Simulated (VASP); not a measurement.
# TiAl (P-6m2) in VASP: further runs

Runs on TiAl. Level: PBE. Tasks: single point.

Everything below comes from runs of VASP 6.6.1. Logs are shortened: lines on timing, memory, paths and dates and some standing lists are left out, and cuts for length are marked.

### 1 The cell of the first run

It takes space group P-6m2 (No. 187, hexagonal). The conventional cell has a = 2.989 Å, b = 2.989 Å, c = 5.206 Å, α = 90.00°, β = 90.00°, γ = 120.00°. Ti (site symmetry -6m2) has 6 Ti at 2.99 Å and 6 Al at 3.12 Å within 3.9 Å. Al (site symmetry -6m2) has 6 Al at 2.99 Å and 6 Ti at 3.12 Å within 3.9 Å.

### 2 Single point, PBE

INCAR

```
SYSTEM = TiAl
  PREC = Accurate
  ENCUT = 520
  EDIFF = 1E-6
  ISMEAR = 0
  SIGMA = 0.15
  LREAL = .FALSE.
  LASPH = .TRUE.
  NELM = 60
  ALGO = Normal
  ISIF = 2
  LWAVE = .FALSE.
  LCHARG = .FALSE.
  GGA = PE
  NBANDS = 14
```

KPOINTS

```
Automatic mesh
0
G
  18 18 10
  0 0 0
```

POSCAR

```
TiAl
1.0
    2.9890000000      0.0000000000      0.0000000000
   -1.4945000000      2.5885499319      0.0000000000
    0.0000000000      0.0000000000      5.2062000000
Ti Al
1 1
Direct
    0.0000000000      0.0000000000      0.0000000000
    0.3333333333      0.6666666667      0.5000000000
```

Potentials or basis: VASP PAW PBE potentials, release 64 (Ti_sv, Al).

Command:

```sh
> cat potpaw_PBE.64/Ti_sv/POTCAR potpaw_PBE.64/Al/POTCAR > POTCAR
> mpirun -np 1 vasp_std > vasp.out
```

OUTCAR:

```text
SYSTEM = TiAl
   PREC = Accurate
   ENCUT = 520
   EDIFF = 1E-6
   ISMEAR = 0
   LREAL = .FALSE.
   LASPH = .TRUE.
   NELM = 60
   ISIF = 2
   GGA = PE

 ion  position               nearest neighbor table
   1  0.000  0.000  0.000-   2 3.12   2 3.12   2 3.12   2 3.12   2 3.12   2 3.12
   2  0.333  0.667  0.500-   1 3.12   1 3.12   1 3.12   1 3.12   1 3.12   1 3.12

  LATTYP: Found a hexagonal cell.
 ALAT       =     2.9890000000
 C/A-ratio  =     1.7417865507

  Lattice vectors:

 A1 = (   2.9890000000,   0.0000000000,   0.0000000000)
 A2 = (  -1.4945000000,   2.5885499319,   0.0000000000)
 A3 = (   0.0000000000,   0.0000000000,   5.2062000000)

Analysis of symmetry for initial positions (statically):
=====================================================================
 Subroutine PRICEL returns:
 Original cell was already a primitive cell.

 Routine SETGRP: Setting up the symmetry group for a
 hexagonal supercell.

 Subroutine GETGRP returns: Found 12 space group operations
 (whereof 12 operations were pure point group operations)
 out of a pool of 24 trial point group operations.

The static configuration has the point symmetry D_3h.

Analysis of symmetry for dynamics (positions and initial velocities):
=====================================================================
 Subroutine PRICEL returns:
 Original cell was already a primitive cell.

 Routine SETGRP: Setting up the symmetry group for a
 hexagonal supercell.

 Subroutine GETGRP returns: Found 12 space group operations
 (whereof 12 operations were pure point group operations)
 out of a pool of 24 trial point group operations.

The dynamic configuration has the point symmetry D_3h.

 Subroutine INISYM returns: Found 12 space group operations
 (whereof 12 operations are pure point group operations),
 and found     1 'primitive' translations

----------------------------------------------------------------------------------------

                                     Primitive cell

  volume of cell :      40.2813

  direct lattice vectors                    reciprocal lattice vectors
     2.989000000  0.000000000  0.000000000     0.334560054  0.193158337  0.000000000
    -1.494500000  2.588549932  0.000000000     0.000000000  0.386316674  0.000000000
     0.000000000  0.000000000  5.206200000     0.000000000  0.000000000  0.192078675

  length of vectors
     2.989000000  2.989000000  5.206200000     0.386316674  0.386316674  0.192078675

  position of ions in fractional coordinates (direct lattice)
     0.000000000  0.000000000  0.000000000
     0.333333333  0.666666667  0.500000000

  ion indices of the primitive-cell ions
   primitive index   ion index
                 1           1
                 2           2

----------------------------------------------------------------------------------------

 KPOINTS: Automatic mesh

Automatic generation of k-mesh.
 Grid dimensions read from file:
 generate k-points for:   18   18   10

 Generating k-lattice:

  Cartesian coordinates                     Fractional coordinates (reciprocal lattice)
     0.018586670  0.010731019  0.000000000     0.055555556  0.000000000  0.000000000
     0.000000000  0.021462037  0.000000000     0.000000000  0.055555556  0.000000000
     0.000000000  0.000000000  0.019207868     0.000000000  0.000000000  0.100000000

  Length of vectors
     0.021462037  0.021462037  0.019207868

  Shift w.r.t. Gamma in fractional coordinates (k-lattice)
     0.000000000  0.000000000  0.000000000

 Subroutine IBZKPT returns following result:
 ===========================================

 Found    222 irreducible k-points:

 Following reciprocal coordinates:
            Coordinates               Weight
  0.000000  0.000000  0.000000      1.000000
  0.055556  0.000000  0.000000      6.000000
  0.111111  0.000000  0.000000      6.000000
  0.166667  0.000000  0.000000      6.000000
  0.222222  0.000000  0.000000      6.000000
  0.277778 -0.000000  0.000000      6.000000
[... 16 lines left out ...]
  0.333333  0.111111  0.000000     12.000000
  0.388889  0.111111  0.000000     12.000000
 [... further k-points ...]
   k-points           NKPTS =    222   k-points in BZ     NKDIM =    222   number of bands    NBANDS=     14
   number of dos      NEDOS =    301   number of ions     NIONS =      2
   total plane-waves  NPLWV =  23040
   dimension x,y,z NGX =    24 NGY =   24 NGZ =   40
   dimension x,y,z NGXF=    48 NGYF=   48 NGZF=   80
   ions per type =               1   1
   NGX,Y,Z   is equivalent  to a cutoff of  13.35, 13.35, 12.77 a.u.
   NGXF,Y,Z  is equivalent  to a cutoff of  26.70, 26.70, 25.55 a.u.
 SYSTEM =  TiAl
   PREC   = accura    normal or accurate (medium, high low for compatibility)
   ISTART =      0    job   : 0-new  1-cont  2-samecut
   ICHARG =      2    charge: 1-file 2-atom 10-const
   ISPIN  =      1    spin polarized calculation?
   LNONCOLLINEAR =      F non collinear calculations
   LSORBIT =      F    spin-orbit coupling
   LASPH  =      T    aspherical Exc in radial PAW
   ENCUT  =  520.0 eV  38.22 Ry    6.18 a.u.   5.56  5.56  9.68*2*pi/ulx,y,z
   NELM   =     60;   NELMIN=  2; NELMDL= -5     # of ELM steps
   EDIFF  = 0.1E-05   stopping-criterion for ELM
   LREAL  =      F    real-space projection
   EDIFFG = 0.1E-04   stopping-criterion for IOM
   NSW    =      0    number of steps for IOM
   IBRION =     -1    ionic relax: 0-MD 1-quasi-New 2-CG
   NFREE  =      0    steps in history (QN), initial steepest desc. (CG)
   ISIF   =      2    stress and relaxation
   ISYM   =      2    0-nonsym 1-usesym 2-fastsym
   POTIM  = 0.5000    time-step for ionic-motion
   TEBEG  =    0.0;   TEEND  =   0.0 temperature during run
   PSTRESS=    0.0 pullay stress
   NELECT =      15.0000    total number of electrons
   NUPDOWN=      -1.0000    fix difference up-down
   EMIN   =  10.00;   EMAX   =-10.00  energy-range for DOS
   EFERMI =   0.00;   METHOD = LEGACY
   ISMEAR =     0;   SIGMA  =   0.15  broadening in eV -4-tet -1-fermi 0-gaus
   EFERMI_NEDOS =   21; number of points for ismear=-14 and -15
   IALGO  =     38    algorithm
   IMIX   =      4    mixing-type and parameters
     AMIX     =   0.40;   BMIX     =  1.00
     AMIX_MAG =   1.60;   BMIX_MAG =  1.00
  volume/ion in A,a.u.               =      20.14       135.92
  Fermi-wavevector in a.u.,A,eV,Ry     =   1.177798  2.225715 18.874113  1.387208
  Thomas-Fermi vector in A             =   2.314138
   LORBIT       =      0    0 simple, 1 ext, 2 COOP (PROOUT), +10 PAW based schemes
   GGA     = PE    functional components
   LHFCALC =     F    Hartree Fock is set to
   AEXX    =    0.0000 exact exchange contribution
   IVDW    =     0    specifies the selected vdW correction
   LEPSILON=     F    determine dielectric tensor
   LRPA    =     F    only Hartree local field effects (RPA)
 non-spin polarized calculation
 Gauss-broadening in eV      SIGMA  =   0.15
  energy-cutoff  :      520.00
  volume of cell :       40.28
 maximum number of plane-waves:      1111
 NGX is ok and might be reduce to    24
   NGX = 11   NGY = 11   NGZ = 19

 number of electron      15.0000004 magnetization

 Free energy of the ion-electron system (eV)
  ---------------------------------------------------
  ext. energy  EPLUGINS =         0.00000000
  ---------------------------------------------------
  free energy    TOTEN  =       -11.68935782 eV

  energy without entropy =      -11.66120568  energy(sigma->0) =      -11.67528175

 E-fermi :   6.1228     XC(G=0): -10.1501

 val. band max:        6.1212731716   @ k =   0.3333   0.0000   0.5000
 cond. band min:       6.1248429038   @ k =   0.2778   0.1111   0.1000
 fundamental gap:      0.0035697322
 Fermi energy:         6.1227532278

 k-point     1 :       0.0000    0.0000    0.0000
  band No.  band energies     occupation
      1     -50.8193      2.00000
      2     -27.1259      2.00000
      3     -26.7972      2.00000
      4     -26.7972      2.00000
      5      -2.0572      2.00000
      6       3.6939      2.00000
      7       4.0371      2.00000
      8       7.1818      0.00000
      9       7.1818      0.00000
     10       8.4267      0.00000
     11       8.4267      0.00000
     12       8.5309      0.00000
     13      17.9033      0.00000
     14      17.9033      0.00000

 k-point     2 :       0.0556    0.0000    0.0000
  band No.  band energies     occupation
      1     -50.8176      2.00000
      2     -27.1242      2.00000
      3     -26.8088      2.00000
      4     -26.7999      2.00000
      5      -1.9873      2.00000
      6       3.7734      2.00000
      7       4.0641      2.00000
      8       7.1245      0.00000
      9       7.2343      0.00000
     10       8.4107      0.00000
     11       8.4265      0.00000
     12       8.5493      0.00000
     13      16.6756      0.00000
     14      17.1946      0.00000

 k-point     3 :       0.1111    0.0000    0.0000
  band No.  band energies     occupation
      1     -50.8127      2.00000
      2     -27.1193      2.00000
      3     -26.8421      2.00000
      4     -26.8076      2.00000
      5      -1.7786      2.00000
      6       4.0046      2.00000
      7       4.1423      2.00000
      8       6.9668      0.00000
      9       7.3885      0.00000
     10       8.3650      0.00000
     11       8.4316      0.00000
     12       8.6021      0.00000
     13      14.9388      0.00000
     14      16.3305      0.00000
[... 324 lines left out ...]
 k-point    23 :       0.3333    0.1111    0.0000
  band No.  band energies     occupation
      1     -50.7678      2.00000
      2     -27.1216      2.00000
      3     -27.0742      2.00000
      4     -26.9005      2.00000
      5       1.4175      2.00000
      6       4.9366      2.00000
      7       5.1522      2.00000
      8       5.7667      1.99921
      9       7.6241      0.00000
     10       8.2783      0.00000
     11       9.1698      0.00000
     12       9.5467      0.00000
     13      10.1842      0.00000
     14      11.5090      0.00000

 k-point    24 :       0.3889    0.1111    0.0000
  band No.  band energies     occupation
      1     -50.7632      2.00000
      2     -27.1492      2.00000
      3     -27.0696      2.00000
      4     -26.9103      2.00000
      5       2.3456      2.00000
      6       4.4386      2.00000
      7       5.0289      2.00000
      8       5.4622      2.00000
      9       7.5283      0.00000
     10       8.4777      0.00000
     11       9.0994      0.00000
     12       9.9209      0.00000
     13      10.6957      0.00000
     14      11.3946      0.00000

 [... further k-points ...]

------------------------ aborting loop because EDIFF is reached ----------------------------------------

  FORCE on cell =-STRESS in cart. coord.  units (eV):
  Direction    XX          YY          ZZ          XY          YZ          ZX
  --------------------------------------------------------------------------------------
  -------------------------------------------------------------------------------------
  Total       -2.7036417     -2.7036417     -4.8435221      0.0000000      0.0000000      0.0000000
  in kB     -107.5366258   -107.5366258   -192.6497977      0.0000000      0.0000000      0.0000000
  external PRESSURE =    -135.9076831 kB  Pullay stress =       0.0000000 kB

 VOLUME and BASIS-vectors are now :
 -----------------------------------------------------------------------------
  energy-cutoff  :      520.00
  volume of cell :       40.28
      direct lattice vectors                 reciprocal lattice vectors
     2.989000000  0.000000000  0.000000000     0.334560054  0.193158337  0.000000000
    -1.494500000  2.588549932  0.000000000     0.000000000  0.386316674  0.000000000
     0.000000000  0.000000000  5.206200000     0.000000000  0.000000000  0.192078675

 POSITION                                       TOTAL-FORCE (eV/Angst)
 -----------------------------------------------------------------------------------
      0.00000      0.00000      0.00000        -0.000000      0.000000      0.000000
     -0.00000      1.72570      2.60310         0.000000      0.000000      0.000000
 -----------------------------------------------------------------------------------
    total drift:                                0.000000     -0.000000      0.000000

  FREE ENERGIE OF THE ION-ELECTRON SYSTEM (eV)
  ---------------------------------------------------
  free  energy   TOTEN  =       -11.6893578223 eV

  energy  without entropy=      -11.6612056838  energy(sigma->0) =      -11.67528175
```

Run time: 73 s. Hardware: 1 thread of Intel Xeon 6975P-C, shared host; peak memory 0.26 GiB.

Results:

* Free energy: -11.6894 eV
* Pressure: -13.6 GPa

Levels at points of the mesh, in eV from the Fermi level:
```tsv
k point	band 5	band 6	band 7	band 8	band 9	band 10
(0.00, 0.00, 0.00)	-8.18	-2.43	-2.09	1.06	1.06	2.30
(0.50, 0.00, 0.00)	-3.19	-2.62	-1.19	-0.88	1.80	2.97
(0.00, 0.00, 0.50)	-7.60	-4.92	-0.63	1.07	1.07	2.27
(0.50, 0.00, 0.50)	-3.13	-2.28	-1.56	0.38	0.77	1.70
```

### 3 Single point, PBE

This run uses another cell than the first one, of 20.63 Å³/atom, 1.024 times its volume.

INCAR

```
SYSTEM = TiAl
PREC = Accurate ; ENCUT = 520
EDIFF = 1E-6 ; ISMEAR = 0
SIGMA = 0.15 ; LREAL = .False.
LASPH = .True. ; NELM = 80
ALGO = Fast ; ISIF = 2
LWAVE = .False. ; LCHARG = .True.
GGA = PE ; LELF = .True.
LVHAR = .True. ; NBANDS = 14
```

KPOINTS

```
Automatic mesh
0
Gamma
  18 18 10
  0 0 0
```

POSCAR

```
TiAl
1.0
    3.0250000000      0.0000000000      0.0000000000
   -1.5125000000      2.6197268464      0.0000000000
    0.0000000000      0.0000000000      5.2062000000
Ti Al
1 1
Direct
    0.0000000000      0.0000000000      0.0000000000
    0.3333333333      0.6666666667      0.5000000000
```

Potentials or basis: VASP PAW PBE potentials, release 64 (Ti_sv, Al).

Command:

```sh
> cat potpaw_PBE.64/Ti_sv/POTCAR potpaw_PBE.64/Al/POTCAR > POTCAR
> mpirun -np 1 vasp_std > vasp.out
```

Wall time 2.8 min (1 thread of Intel Xeon 6975P-C, shared host); peak memory 0.26 GiB.

The run converged. Its results:

| Item | Value |
| --- | --- |
| Free energy | -11.6192 eV |
| Pressure | -14.6 GPa |

Stress tensor (GPa, compression positive):
```
-12.27   0.00   0.00
  0.00 -12.27   0.00
  0.00   0.00 -19.36
```

Levels at points of the mesh, in eV from the Fermi level:
```
           k point  band 3  band 4  band 5  band 6  band 7  band 8  band 9  band 10  band 11  band 12
(0.00, 0.00, 0.00)  -32.99  -32.99   -8.04   -2.34   -1.98    1.03    1.03     2.21     2.21     2.43
(0.50, 0.00, 0.00)  -33.24  -33.07   -3.17   -2.62   -1.14   -0.82    1.73     2.91     3.11     3.47
(0.00, 0.00, 0.50)  -32.99  -32.99   -7.45   -4.83   -0.55    1.03    1.03     2.18     2.18     5.19
(0.50, 0.00, 0.50)  -33.24  -33.07   -3.11   -2.23   -1.51    0.35    0.76     1.62     1.83     3.11
```

### 4 Single point, PBE

This run uses another cell than the first one, of 16.71 Å³/atom, 0.830 times its volume.

INCAR

```
PREC = Accurate ; ENCUT = 520
EDIFF = 1E-6 ; ISMEAR = 0
SIGMA = 0.15 ; LREAL = False
LASPH = True ; NELM = 100
ALGO = Fast ; ISIF = 2
LWAVE = False ; LCHARG = False
GGA = PE ; NBANDS = 14
```

KPOINTS

```
regular mesh
0
Gamma
  18 18 10
```

POSCAR

```
TiAl
1.0
    2.7729000000      0.0000000000      0.0000000000
   -1.3864500000      2.4014018422      0.0000000000
    0.0000000000      0.0000000000      5.0203000000
Ti Al
1 1
Direct
    0.0000000000      0.0000000000      0.0000000000
    0.3333333333      0.6666666667      0.5000000000
```

Command:

```sh
> cat potpaw_PBE.64/Ti_sv/POTCAR potpaw_PBE.64/Al/POTCAR > POTCAR
> mpirun -np 1 vasp_std > vasp.out
```

Wall time 2.9 min (1 thread of Intel Xeon Platinum 8259CL at 2.50GHz (Skylake/Cascade Lake), shared host); peak memory 0.24 GiB.

Results (log left out):

- Free energy: -11.9541 eV
- Pressure: -0.2 GPa

Stress tensor (GPa, compression positive):
```
  6.11   0.00   0.00
  0.00   6.11   0.00
  0.00   0.00 -12.74
```

Levels at points of the mesh, in eV from the Fermi level:
```
           k point  band 5  band 6  band 7  band 8  band 9  band 10
(0.00, 0.00, 0.00)   -9.21   -2.81   -2.65    1.26    1.26     2.62
(0.50, 0.00, 0.00)   -3.62   -2.66   -1.66   -1.29    2.28     3.62
(0.00, 0.00, 0.50)   -8.58   -5.51   -1.06    1.26    1.26     2.95
(0.50, 0.00, 0.50)   -3.54   -2.58   -1.98    0.64    0.85     2.05
```

### 5 Single point, PBE

This run uses another cell than the first one, of 16.62 Å³/atom, 0.825 times its volume.

INCAR

```
SYSTEM = TiAl
ALGO = Normal
EDIFF = 1E-7
ENCUT = 520
GGA = PE
ISIF = 2
ISMEAR = 0
LASPH = .TRUE.
LCHARG = .FALSE.
LREAL = .FALSE.
LWAVE = .FALSE.
NBANDS = 14
NELM = 80
PREC = Accurate
SIGMA = 0.15
```

KPOINTS

```
k-points
0
G
  18 18 10
  0 0 0
```

POSCAR

```
TiAl
1.0
    2.8450000000      0.0000000000      0.0000000000
   -1.4225000000      2.4638422738      0.0000000000
    0.0000000000      0.0000000000      4.7414000000
Ti Al
1 1
Direct
    0.0000000000      0.0000000000      0.0000000000
    0.3333333333      0.6666666667      0.5000000000
```

Command:

```sh
> cat potpaw_PBE.64/Ti_sv/POTCAR potpaw_PBE.64/Al/POTCAR > POTCAR
> mpirun -np 1 vasp_std > vasp.out
```

Run time: 65 s. Hardware: 1 thread of Intel Xeon Platinum 8259CL at 2.50GHz (Skylake/Cascade Lake), shared host; peak memory 0.23 GiB.

The run converged. Its results:

```
Free energy : -12.0877 eV
Pressure    : 0.2 GPa
```

Stress tensor (GPa, compression positive):
```
 1.78  0.00  0.00
 0.00  1.78  0.00
 0.00  0.00 -2.92
```

Levels at points of the mesh, in eV from the Fermi level:
```tsv
k point	band 5	band 6	band 7	band 8	band 9	band 10
(0.00, 0.00, 0.00)	-9.00	-2.40	-2.01	1.29	1.29	2.83
(0.50, 0.00, 0.00)	-3.68	-2.79	-1.55	-1.04	2.16	3.98
(0.00, 0.00, 0.50)	-8.16	-5.33	-0.56	1.30	1.30	2.77
(0.50, 0.00, 0.50)	-3.63	-2.45	-1.84	0.56	0.92	1.98
```

### 6 Summary

```tsv
cell	gap on the mesh (eV)	pressure (GPa)
a = 2.989, b = 2.989, c = 5.206 Å, angles 90.0, 90.0, 120.0°, 2 atoms	none	-13.6
a = 3.025, b = 3.025, c = 5.206 Å, angles 90.0, 90.0, 120.0°, 2 atoms	none	-14.6
a = 2.773, b = 2.773, c = 5.020 Å, angles 90.0, 90.0, 120.0°, 2 atoms	none	-0.2
a = 2.845, b = 2.845, c = 4.741 Å, angles 90.0, 90.0, 120.0°, 2 atoms	none	0.2
```

Alike in all rows: task single point; level PBE; potentials or basis VASP PAW PBE potentials, release 64 (Ti_sv, Al); no spin polarisation; k mesh 18 × 18 × 10; cutoff (eV) 520; smearing gaussian 0.15 eV.

Absolute energies hang on the potentials; compare differences alone.
